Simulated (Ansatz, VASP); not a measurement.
**AlB3P4 in VASP and in Ansatz**

```xyz
8
Lattice="-2.4587 2.4587 4.9174 2.4587 -2.4587 4.9174 2.4587 2.4587 -4.9174" Properties=species:S:1:pos:R:3 pbc="T T T"
Al    0.0000    0.0000    4.9174
B     0.0000    0.0000    0.0000
B     0.0000    2.4587    2.4587
B     2.4587    0.0000    2.4587
P     1.2294    1.2294    1.2294
P     1.2294   -1.2294    3.6881
P     1.2294    1.2294    6.1468
P    -1.2294    1.2294    3.6881
```

Alike in both runs: task single point; functional PBE; k mesh 6 × 6 × 6; occupations gaussian, width 0.1 eV; no spin polarisation.

|  | VASP | Ansatz |
| --- | --- | --- |
| version | VASP 6.6.1 | Ansatz 0.2.0 |
| potentials or method | VASP PAW PBE potentials, release 64 (Al, B, P), cutoff 520 eV | scalar-relativistic, plane waves, PAW |
| valence electrons in the cell | 32 | 32 |

|  | VASP | Ansatz | Ansatz less VASP |
| --- | --- | --- | --- |
| gap on the k mesh at the Fermi level (eV) | 1.12 | 1.12 | +0.002 |
| least direct gap on the mesh (eV) | 1.49 | 1.49 | +0.002 |
| pressure (GPa) | -3.0 | -2.9 | +0.13 |
| rms of the force components (eV/Å) | 1.911 | 1.914 | +0.0029 |

Atom by atom the forces differ by 0.003 eV/Å (rms over components).
